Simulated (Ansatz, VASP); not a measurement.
## O in VASP and in Ansatz

```
O
1.0
     2.56100    0.00000    0.00000
    -1.28050    2.21789    0.00000
     0.00000    0.00000    6.70650
O
4
Direct
  0.33333 0.66667 0.16100
  0.66667 0.33333 0.66100
  0.33333 0.66667 0.33900
  0.66667 0.33333 0.83900
```

Change from the starting cell: zz strain of +2 %, crystal datasets.

Alike in both runs: task electric field gradients; functional PBEsol; k mesh 13 × 13 × 5; occupations fermi-dirac, width 0.03 eV; no spin polarisation.

|  | VASP | Ansatz |
| --- | --- | --- |
| version | VASP 6.6.1 | Ansatz 0.2.0 |
| potentials or method | VASP PAW PBE potentials, release 64 (O), cutoff 520 eV | all-electron PAW with datasets made for the crystal, scalar-relativistic |

```tsv
	VASP	Ansatz	Ansatz less VASP
pressure (GPa)	8.1	3.6	-4.56
traceless stress, the component that is largest in VASP (GPa)	27.68	17.59	-10.087
rms of the force components (eV/Å)	1.317	0.437	-0.8802
size of Vzz on the site where it differs most (V/Å²)	117.8	110.9	-6.92
```

VASP's potentials were made for PBE, not for PBEsol. Atom by atom the forces differ by 0.880 eV/Å (rms over components). Ansatz ran all-electron here, and VASP with PAW potentials.

Noted on VASP's run: the standard files for N, O and F lose accuracy on very short bonds; spin is off for a triplet molecule.
